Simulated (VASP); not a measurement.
Input of a VASP 6.6.1 run:

Contents of INCAR:

```
SYSTEM = Hg
  ALGO = Normal
  EDIFF = 1E-7
  ENCUT = 520
  GGA = PS
  ISIF = 2
  ISMEAR = -1
  LASPH = .TRUE.
  LCHARG = .FALSE.
  LREAL = .FALSE.
  LWAVE = .FALSE.
  NBANDS = 32
  NELM = 100
  PREC = Accurate
  SIGMA = 0.1
```

File KPOINTS:

```
k-points
0
G
  13 13 4
  0 0 0
```

The input POSCAR:

```
Hg
1.0
    3.2316505447      0.0000000000      0.0000000000
   -1.6158252723      2.7986914679      0.0000000000
    0.0000000000      0.0000000000     10.7985102391
Hg
4
Direct
    0.0000000000      1.0000000000      1.0000000000
    0.0000000000      1.0000000000      0.5000000000
    0.3333333333      0.6666666667      0.2500000000
    0.6666666667      0.3333333333      0.7500000000
```

Potentials or basis: VASP PAW PBE potentials, release 64 (Hg).

Launch:

```console
$ cat potpaw_PBE.64/Hg/POTCAR > POTCAR
$ mpirun -np 1 vasp_std > vasp.out
```

Problem. Predict the band gap on the k mesh.

Solution. Zero (band 24 reaches 2.23 eV, above the bottom of band 25 at 0.67 eV).

Problem. Estimate the pressure.

Solution. -0.6 GPa.

Stress tensor (GPa, compression positive):
```
-0.42  0.00  0.00
 0.00 -0.42  0.00
 0.00  0.00 -1.09
```

Caveat: the PAW data sets were made with another functional, which shifts forces and pressure a little; spin-orbit coupling is left out, which moves the levels of the heavy elements.
